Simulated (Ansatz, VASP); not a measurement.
ZnS in VASP and in Ansatz

```xyz
2
Lattice="0.0000 2.7218 2.7218 2.7218 0.0000 2.7218 2.7218 2.7218 0.0000" Properties=species:S:1:pos:R:3 pbc="T T T"
Zn    0.0000    0.0000    0.0000
S     1.3609    1.3609    1.3609
```

Alike in both runs: functional PBE; k mesh 10 × 10 × 10; occupations gaussian, width 0.02 eV; no spin polarisation.

Ansatz relaxed the structure, and its values are those at the end. VASP's run is a single point on that final structure, the one shown.

|  | VASP | Ansatz |
| --- | --- | --- |
| version | VASP 6.6.1 | Ansatz 0.2.0 |
| potentials or method | VASP PAW PBE potentials, release 64 (Zn, S), cutoff 500 eV | scalar-relativistic, plane waves, PAW |
| valence electrons in the cell | 18 | 18 |

```tsv
	VASP	Ansatz	Ansatz less VASP
gap on the k mesh at the Fermi level (eV)	2.02	2.01	-0.007
least direct gap on the mesh (eV)	2.02	2.01	-0.007
pressure (GPa)	0.1	0.0	-0.14
```
